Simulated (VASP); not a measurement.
CdSe, 2 atoms in the cell. Symmetry: R3m, No. 160, trigonal system. The conventional cell has a = 4.361 Å, b = 4.361 Å, c = 10.260 Å, α = 90.00°, β = 90.00°, γ = 120.00°. Within 3.4 Å of Cd (site symmetry 3m) lie 4 Se at 2.57 to 2.66 Å. Se (site symmetry 3m) has 4 Cd at 2.57 to 2.66 Å within 3.4 Å. 

* Program: VASP 6.6.1
* Task: single point
* Functional: PBE
* Potentials or basis: VASP PAW PBE potentials, release 64 (Cd, Se)
* Cutoff: 520 eV
* k mesh: 10 × 10 × 10
* Occupations: gaussian, width 0.05 eV
* Spin: no spin polarisation
* Dipole correction: no
* Further INCAR settings: ALGO = Normal; EDIFF = 1e-06; NBANDS = 16

Potentials or basis: VASP PAW PBE potentials, release 64 (Cd, Se).

The run is started by

```bash
$ cat potpaw_PBE.64/Cd/POTCAR potpaw_PBE.64/Se/POTCAR > POTCAR
$ mpirun -np 1 vasp_std > vasp.out
```

Hardware: 1 thread of AMD EPYC 9R45 96-Core Processor (Zen 5), with other jobs on the host.

**Question.** How long does it take, and how much memory?

**Answer.** Wall time 54 s on 1 thread of AMD EPYC 9R45 96-Core Processor (Zen 5), on a shared host, peak memory 0.22 GiB. Counts: scf iterations 12, k points 116.
